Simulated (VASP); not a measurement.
A run of VASP 6.6.1 is set up as follows.

INCAR

```
SYSTEM = As
PREC = Accurate
ENCUT = 600
EDIFF = 1E-7
ISMEAR = 0
SIGMA = 0.1
LREAL = .False.
LASPH = .True.
NELM = 100
ALGO = Normal
ISIF = 4
LWAVE = .False.
LCHARG = .False.
GGA = PE
IBRION = 2
NSW = 50
EDIFFG = -0.01
```

File KPOINTS:

```
Automatic mesh
0
Gamma
  12 12 12
  0 0 0
```

POSCAR

```
As
1.0
    1.8830024935      1.0871519965      3.4713381675
   -1.8830024935      1.0871519965      3.4713381675
    0.0000000000     -2.1743039931      3.4713381675
As
2
Direct
    0.7721723213      0.7721723213      0.7721723213
    0.2278276787      0.2278276787      0.2278276787
```

Potentials or basis: VASP PAW PBE potentials, release 64 (As).

Launch:

```bash
$ cat potpaw_PBE.64/As/POTCAR > POTCAR
$ mpirun -np 1 vasp_std > vasp.out
```

Estimate the band gap on the k mesh.

zero (band 5 reaches 5.55 eV, above the bottom of band 6 at 5.23 eV).

Forces on the atoms (eV/Å):
```
As   0.000  0.000  0.007
As   0.000  0.000 -0.007
```
